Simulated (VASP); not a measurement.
Set up this calculation in VASP 6.6.1, as the native input.

| Item | Value |
| --- | --- |
| Task | single point |
| Functional | PBE |
| Potentials or basis | VASP PAW PBE potentials, release 64 (Al, Ni) |
| Cutoff | 520 eV |
| k mesh | 16 × 16 × 16 |
| Occupations | gaussian, width 0.15 eV |
| Spin | no spin polarisation |
| Dipole correction | no |
| Further INCAR settings | ALGO = Fast; EDIFF = 1e-06; NBANDS = 14 |

The structure of AlNi lies in POSCAR:

```
AlNi
1.0
    2.9410322676      0.0000000000      0.0000000000
    0.0000000000      2.9410322676      0.0000000000
    0.0000000000      0.0000000000      2.9410322676
Al Ni
1 1
Direct
    0.0000000000      0.0000000000     -0.0207416969
    0.5000000000      0.5000000000      0.5095350226
```

The input as run:

INCAR

```
PREC = Accurate ; ENCUT = 520
EDIFF = 1E-6 ; ISMEAR = 0
SIGMA = 0.15 ; LREAL = False
LASPH = True ; NELM = 60
ALGO = Fast ; ISIF = 2
LWAVE = False ; LCHARG = False
GGA = PE ; NBANDS = 14
```

KPOINTS

```
Automatic mesh
0
Gamma
  16 16 16
```

Potentials or basis: VASP PAW PBE potentials, release 64 (Al, Ni).

Launch:

```console
$ cat potpaw_PBE.64/Al/POTCAR potpaw_PBE.64/Ni/POTCAR > POTCAR
$ mpirun -np 1 vasp_std > vasp.out
```

Results of the run:

The pressure is -6.8 GPa and the largest force is 0.412 eV/Å.

Wall time 6 min on 1 thread of AMD EPYC 7R13 (shared host), peak memory 0.23 GiB.
